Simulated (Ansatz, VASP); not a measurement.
# InP2H6NO6 in VASP and in Ansatz

```
In H P N O
1.0
     5.47050    0.00000    0.00000
    -2.73525    4.73759    0.00000
     0.00000    0.00000   13.08950
In H P N O
2 12 4 2 12
Direct
  0.66667 0.33333 0.39992
  0.33333 0.66667 0.89992
  0.33333 0.66667 0.63794
  0.66667 0.33333 0.13794
  0.00000 0.00000 0.44098
  0.00000 0.00000 0.94098
  0.43579 0.87157 0.22481
  0.56421 0.43579 0.72481
  0.12843 0.56421 0.22481
  0.56421 0.12843 0.72481
  0.43579 0.56421 0.22481
  0.87157 0.43579 0.72481
  0.33333 0.66667 0.11950
  0.66667 0.33333 0.61950
  0.33333 0.66667 0.53046
  0.66667 0.33333 0.03046
  0.00000 0.00000 0.33351
  0.00000 0.00000 0.83351
  0.33333 0.66667 0.19815
  0.66667 0.33333 0.69815
  0.84509 0.15491 0.29629
  0.69017 0.84509 0.79629
  0.84509 0.69017 0.29629
  0.15491 0.84509 0.79629
  0.30983 0.15491 0.29629
  0.15491 0.30983 0.79629
  0.48958 0.97916 0.50020
  0.51042 0.48958 0.00020
  0.02084 0.51042 0.50020
  0.51042 0.02084 0.00020
  0.48958 0.51042 0.50020
  0.97916 0.48958 0.00020
```

Alike in both runs: functional PBE; k mesh 5 × 5 × 2; occupations fermi-dirac, width 0.02 eV; no spin polarisation.

Ansatz relaxed the structure, and its values are those at the end. VASP's run is a single point on that final structure, the one shown.

|  | VASP | Ansatz |
| --- | --- | --- |
| version | VASP 6.6.1 | Ansatz 0.2.0 |
| potentials or method | VASP PAW PBE potentials, release 64 (In_d, H, P, N, O) | plane-wave PAW, scalar-relativistic |
| plane-wave cutoff (eV) | 520 | 420 |
| valence electrons in the cell | 140 | 140 |

Ansatz gave:

| Property | Result |
| --- | --- |
| gap on the k mesh at the Fermi level (eV) | 4.02 |
| pressure (GPa) | 2.4 |
| rms of the force components (eV/Å) | 0.001 |

What did VASP give for the same quantities?

gap on the k mesh at the Fermi level (eV): 4.01; pressure (GPa): 2.0; rms of the force components (eV/Å): 0.032.

The functional is the same, so the differences come from potentials, cutoffs and numerics. Ansatz's warnings: stress scf threshold loose.
